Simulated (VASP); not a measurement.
The system is BaS (zincblende type).

```
CELL_PARAMETERS angstrom
0.00000 3.21951 3.21951
3.21951 0.00000 3.21951
3.21951 3.21951 0.00000
ATOMIC_POSITIONS crystal
Ba 0.00000 0.00000 0.00000
S 0.25000 0.25000 0.25000
```

* Program: VASP 6.6.1
* Task: relaxation of cell and atoms
* Functional: PBE
* Potentials or basis: VASP PAW PBE potentials, release 64 (Ba_sv, S)
* Cutoff: 600 eV
* k mesh: 9 × 9 × 9
* Occupations: fermi-dirac, width 0.08 eV
* Spin: no spin polarisation

At the start: pressure 13.5 GPa; volume 33.37 Å³/atom.

Question: How do energy, volume and symmetry change on relaxing?

Answer: Over 5 steps the energy falls by 362.3 meV/atom and the volume is 44.18 Å³/atom (+32.4 %); space group F-43m (No. 216, to 0.1 Å) before and after.

Step by step:
```tsv
step	energy change (eV)	largest force (eV/Å)	pressure (GPa)	volume (Å³)
1	0.0000	0.0000	13.54	66.74
2	-0.6510	0.0000	-2.26	97.85
3	-0.7244	0.0000	0.12	87.98
4	-0.7245	0.0000	-0.02	88.45
5	-0.7246	0.0000	-0.01	88.36
```

Final structure:
```xyz
2
Lattice="0.0000 3.5352 3.5352 3.5352 0.0000 3.5352 3.5352 3.5352 0.0000" Properties=species:S:1:pos:R:3 pbc="T T T"
Ba    0.0000    0.0000    0.0000
S     1.7676    1.7676    1.7676
```

Caveat: the volume moved by over 15 % at a fixed basis, so the end points are rough.
